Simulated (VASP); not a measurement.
# B (P6/mmm) in VASP: notebook, part 2 of 2

VASP 6.6.1. Earlier steps stand in the parts before.

## Step 3: Single point, r2SCAN

The input, POSCAR:

```
B
1.0
    1.7364822516      0.0000000000      0.0000000000
   -0.8682411258      1.5038377344      0.0000000000
    0.0000000000      0.0000000000      3.4942549500
B
1
Direct
    0.0000000000      0.0000000000      0.0000000000
```

The input, INCAR.step1:

```
PREC = Accurate
ENCUT = 520
ISMEAR = -1
SIGMA = 0.15
LREAL = False
LASPH = True
NELM = 80
NBANDS = 8
GGA = PE
ALGO = Normal
EDIFF = 1E-4
LWAVE = True
LCHARG = False
```

The input, INCAR.step2:

```
PREC = Accurate
ENCUT = 520
EDIFF = 1E-6
ISMEAR = -1
SIGMA = 0.15
LREAL = False
LASPH = True
NELM = 80
ALGO = Normal
ISIF = 2
LWAVE = False
LCHARG = True
METAGGA = R2SCAN
LMIXTAU = True
LELF = True
LVHAR = True
NBANDS = 8
ISTART = 1
```

The input, KPOINTS:

```
regular mesh
0
Gamma
  23 23 10
```

Potentials or basis: VASP PAW PBE potentials, release 64 (B).

Launch:

```
$ cat potpaw_PBE.64/B/POTCAR > POTCAR
$ cp INCAR.step1 INCAR
$ mpirun -np 1 vasp_std > vasp.out
$ cp INCAR.step2 INCAR
$ mpirun -np 1 vasp_std > vasp.out
```

OUTCAR:

```text
PREC = Accurate
   ENCUT = 520
   EDIFF = 1E-6
   ISMEAR = -1
   LREAL = False
   LASPH = True
   NELM = 80
   ISIF = 2
   METAGGA = R2SCAN
   ISTART = 1

 ion  position               nearest neighbor table
   1  0.000  0.000  0.000-

  LATTYP: Found a hexagonal cell.
 ALAT       =     1.7364822516
 C/A-ratio  =     2.0122606763

  Lattice vectors:

 A1 = (   1.7364822516,   0.0000000000,   0.0000000000)
 A2 = (  -0.8682411258,   1.5038377344,   0.0000000000)
 A3 = (   0.0000000000,   0.0000000000,   3.4942549500)

Analysis of symmetry for initial positions (statically):
=====================================================================
 Subroutine PRICEL returns:
 Original cell was already a primitive cell.

 Routine SETGRP: Setting up the symmetry group for a
 hexagonal supercell.

 Subroutine GETGRP returns: Found 24 space group operations
 (whereof 24 operations were pure point group operations)
 out of a pool of 24 trial point group operations.

The static configuration has the point symmetry D_6h.

Analysis of symmetry for dynamics (positions and initial velocities):
=====================================================================
 Subroutine PRICEL returns:
 Original cell was already a primitive cell.

 Routine SETGRP: Setting up the symmetry group for a
 hexagonal supercell.

 Subroutine GETGRP returns: Found 24 space group operations
 (whereof 24 operations were pure point group operations)
 out of a pool of 24 trial point group operations.

The dynamic configuration has the point symmetry D_6h.

 Subroutine INISYM returns: Found 24 space group operations
 (whereof 24 operations are pure point group operations),
 and found     1 'primitive' translations

----------------------------------------------------------------------------------------

[... 109 lines left out ...]
     AMIX     =   0.40;   BMIX     =  1.00
     AMIX_MAG =   1.60;   BMIX_MAG =  1.00
  volume/ion in A,a.u.               =       9.12        61.58
  Fermi-wavevector in a.u.,A,eV,Ry     =   1.129900  2.135201 17.370199  1.276674
  Thomas-Fermi vector in A             =   2.266595
   LORBIT       =      0    0 simple, 1 ext, 2 COOP (PROOUT), +10 PAW based schemes
   METAGGA = R2SCAN    functional components
   LHFCALC =     F    Hartree Fock is set to
   AEXX    =    0.0000 exact exchange contribution
   IVDW    =     0    specifies the selected vdW correction
   LEPSILON=     F    determine dielectric tensor
   LRPA    =     F    only Hartree local field effects (RPA)
 non-spin polarized calculation
  energy-cutoff  :      520.00
  volume of cell :        9.12
 maximum number of plane-waves:       271
 NGX is ok and might be reduce to    14
   NGX =  7   NGY =  7   NGZ = 13

 number of electron       3.0000000 magnetization

 Free energy of the ion-electron system (eV)
  ---------------------------------------------------
  ext. energy  EPLUGINS =         0.00000000
  ---------------------------------------------------
  free energy    TOTEN  =        -6.59168280 eV

  energy without entropy =       -6.57512901  energy(sigma->0) =       -6.58340591

 E-fermi :   5.5392     XC(G=0): -10.9267

 val. band max:        5.5131712575   @ k =   0.2174   0.1739   0.2000
 cond. band min:       5.5414544796   @ k =   0.3043   0.0870   0.3000
 fundamental gap:      0.0282832220
 Fermi energy:         5.5392028736

 k-point     1 :       0.0000    0.0000    0.0000
  band No.  band energies     occupation
      1     -12.5927      2.00000
      2      -1.0778      2.00000
      3       8.5582      0.00000
      4      30.7539      0.00000
      5      30.7539      0.00000
      6      35.7372      0.00000
      7      42.0333      0.00000
      8      51.7689      0.00000
[... 243 lines left out ...]
 k-point    24 :       0.0870    0.0870    0.0000
  band No.  band energies     occupation
      1     -11.4856      2.00000
      2       0.4386      2.00000
      3       9.8021      0.00000
      4      26.7518      0.00000
      5      26.8912      0.00000
      6      36.4738      0.00000
      7      44.3061      0.00000
      8      44.5668      0.00000

 [... further k-points ...]

------------------------ aborting loop because EDIFF is reached ----------------------------------------

  FORCE on cell =-STRESS in cart. coord.  units (eV):
  Direction    XX          YY          ZZ          XY          YZ          ZX
  --------------------------------------------------------------------------------------
  -------------------------------------------------------------------------------------
  Total       -0.8343532     -0.8343532      0.1273077     -0.0000000     -0.0000000      0.0000000
  in kB     -146.4989750   -146.4989733     22.3531733     -0.0000000     -0.0000000      0.0000000
  external PRESSURE =     -90.2149250 kB  Pullay stress =       0.0000000 kB

 VOLUME and BASIS-vectors are now :
 -----------------------------------------------------------------------------
  energy-cutoff  :      520.00
  volume of cell :        9.12
      direct lattice vectors                 reciprocal lattice vectors
     1.736482252  0.000000000  0.000000000     0.575876891  0.332482680  0.000000000
    -0.868241126  1.503837734  0.000000000     0.000000000  0.664965360  0.000000000
     0.000000000  0.000000000  3.494254950     0.000000000  0.000000000  0.286184040

 POSITION                                       TOTAL-FORCE (eV/Angst)
 -----------------------------------------------------------------------------------
      0.00000      0.00000      0.00000         0.000000      0.000000      0.000000
 -----------------------------------------------------------------------------------
    total drift:                               -0.000000      0.000000     -0.000000

  FREE ENERGIE OF THE ION-ELECTRON SYSTEM (eV)
  ---------------------------------------------------
  free  energy   TOTEN  =        -6.5916828007 eV

  energy  without entropy=       -6.5751290101  energy(sigma->0) =       -6.58340591
```

OUTCAR.step1:

```text
PREC = Accurate
   ENCUT = 520
   ISMEAR = -1
   LREAL = False
   LASPH = True
   NELM = 80
[... 480 lines left out ...]
 POSITION                                       TOTAL-FORCE (eV/Angst)
 -----------------------------------------------------------------------------------
      0.00000      0.00000      0.00000        -0.000000      0.000000      0.000000
 -----------------------------------------------------------------------------------
    total drift:                               -0.000000      0.000000     -0.000000

  FREE ENERGIE OF THE ION-ELECTRON SYSTEM (eV)
  ---------------------------------------------------
  free  energy   TOTEN  =        -5.9897511369 eV

  energy  without entropy=       -5.9727705158  energy(sigma->0) =       -5.98126083
```

Run time: 2.2 min. Hardware: 1 thread of Intel Xeon 8259CL, shared host; peak memory 0.13 GiB.

What came out:

- Free energy: -6.5917 eV
- Pressure: -9.0 GPa

Stress tensor (GPa, compression positive):
```
-14.65   0.00   0.00
  0.00 -14.65   0.00
  0.00   0.00   2.24
```

Caveat: the PAW data sets were made with another functional, which shifts forces and pressure a little.
